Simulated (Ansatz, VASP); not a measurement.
# Two plane-wave programs on PtS2

The input INCAR:

```
PREC = Accurate
ENCUT = 520
EDIFF = 1E-6
ISMEAR = 0
SIGMA = 0.05
LREAL = False
LASPH = True
NELM = 60
ALGO = Normal
ISIF = 2
LWAVE = False
LCHARG = False
GGA = PE
IBRION = 2
NSW = 50
EDIFFG = -0.01
```

Contents of KPOINTS:

```
regular mesh
0
Gamma
  9 9 4
```

POSCAR

```
PtS2
1.0
    3.4514000000      0.0000000000      0.0000000000
   -1.7257000000      2.9890000786      0.0000000000
    0.0000000000      0.0000000000      6.4966356506
Pt S
1 2
Direct
    0.0000000000      0.0000000000      0.0000000000
    0.3333333333      0.6666666667      0.1889525212
    0.6666666667      0.3333333333      0.8110474788
```

Input for Ansatz:

```yaml
crystal:
  lattice:
    - [3.4514, 0.0, 0.0]
    - [-1.7257, 2.9890000786, 0.0]
    - [0.0, 0.0, 6.4966356506]
  atoms:
    - { symbol: Pt, position: [0.0, 0.0, 0.0] }
    - { symbol: S, position: [0.3333333333, 0.6666666667, 0.1889525212] }
    - { symbol: S, position: [0.6666666667, 0.3333333333, 0.8110474788] }
basis:
  ecutwfc: 420
kpoints:
  mp_grid: { grid: [9, 9, 4] }
hamiltonian:
  xc: pbe
  pseudopotentials: { kind: paw }
scf:
  occupations: { method: gaussian, width: 0.05 }
output:
  forces: true
  stress: true
  eigenvalues: true
relax:
  adjacent_minimum: "off"
  f_tol: 0.01
  max_steps: 30
```

Alike in both runs: task relaxation of the atoms; functional PBE; k mesh 9 × 9 × 4; occupations gaussian, width 0.05 eV; no spin polarisation.

|  | VASP | Ansatz |
| --- | --- | --- |
| version | VASP 6.6.1 | Ansatz 0.2.0 |
| potentials or method | VASP PAW PBE potentials, release 64 (Pt, S), cutoff 520 eV | scalar-relativistic, plane waves, PAW |
| valence electrons in the cell | 22 | 30 |

```tsv
	VASP	Ansatz	Ansatz less VASP
gap on the k mesh at the Fermi level, each at its own relaxed structure (eV)	1.57	1.56	-0.008
```

VASP's potentials hold 22 valence electrons a cell and Ansatz's 30, so a difference there can come from the potentials and not from the codes. Ansatz's warnings: stress scf threshold loose.

Neither program's run includes spin-orbit coupling.
